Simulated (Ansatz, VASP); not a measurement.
## One calculation of SrTl, two programs

File INCAR:

```
ALGO = Fast
EDIFF = 1E-7
ENCUT = 520
GGA = CA
ISIF = 2
ISMEAR = 0
LASPH = T
LCHARG = F
LREAL = F
LWAVE = F
NBANDS = 18
NELM = 60
PREC = Accurate
SIGMA = 0.15
```

The input KPOINTS:

```
k-points
0
Gamma
  12 12 12
```

The input POSCAR:

```
SrTl
1.0
    4.0320000000      0.0000000000      0.0000000000
    0.0000000000      4.0320000000      0.0000000000
    0.0000000000      0.0000000000      4.0320000000
Sr Tl
1 1
Direct
    0.0000000000      0.0000000000      0.0000000000
    0.5000000000      0.5000000000      0.5000000000
```

Input for Ansatz:

```yaml
crystal:
  lattice:
    - [4.032, 0.0, 0.0]
    - [0.0, 4.032, 0.0]
    - [0.0, 0.0, 4.032]
  atoms:
    - { symbol: Sr, position: [0.0, 0.0, 0.0] }
    - { symbol: Tl, position: [0.5, 0.5, 0.5] }
basis:
  ecutwfc: 420
kpoints:
  mp_grid: { grid: [12, 12, 12] }
hamiltonian:
  xc: lda
scf:
  occupations: { method: gaussian, width: 0.15 }
output:
  forces: true
  stress: true
  eigenvalues: true
  write_density: true
  write_potential: true
  elf: true
  volumetric_format: npy
```

Alike in both runs: task single point; functional LDA; k mesh 12 × 12 × 12; occupations gaussian, width 0.15 eV; no spin polarisation.

|  | VASP | Ansatz |
| --- | --- | --- |
| version | VASP 6.6.1 | Ansatz 0.2.0 |
| potentials or method | VASP PAW LDA potentials, release 64 (Sr_sv, Tl_d), cutoff 520 eV | scalar-relativistic, plane waves, PAW |
| valence electrons in the cell | 23 | 23 |

|  | VASP | Ansatz | Ansatz less VASP |
| --- | --- | --- | --- |
| gap on the k mesh at the Fermi level (eV) | none | none | - |
| pressure (GPa) | -1.8 | -1.9 | -0.07 |

LDA's correlation is that of Perdew and Zunger in VASP and of Perdew and Wang (1992) in Ansatz. A gap of «none» marks a metal or a gap that the smearing closes.

Spin-orbit coupling is off throughout.
